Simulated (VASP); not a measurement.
GaGe:

```xyz
2
Lattice="0.0000 2.9170 2.9170 2.9170 0.0000 2.9170 2.9170 2.9170 0.0000" Properties=species:S:1:pos:R:3 pbc="T T T"
Ge    0.0000    0.0000    0.0000
Ga    1.4585    1.4585    1.4585
```

Base run:

- Program: VASP 6.6.1
- Functional: r2SCAN
- Potentials or basis: VASP PAW PBE potentials, release 64 (Ge_d, Ga_d)
- Cutoff: 520 eV
- k mesh: 8 × 8 × 8
- Occupations: fermi-dirac, width 0.05 eV
- Spin: no spin polarisation

Its results: pressure -3.1 GPa.

**Question.** The run is repeated on the same cell with these changes: functional from r2SCAN to LDA; potentials or basis from VASP PAW PBE potentials, release 64 (Ge_d, Ga_d) to VASP PAW LDA potentials, release 64 (Ge_d, Ga_d). What comes out?

**Answer.** Pressure -4.8 GPa.

Caveats: the PAW data sets were made with another functional, which shifts forces and pressure a little (some runs).
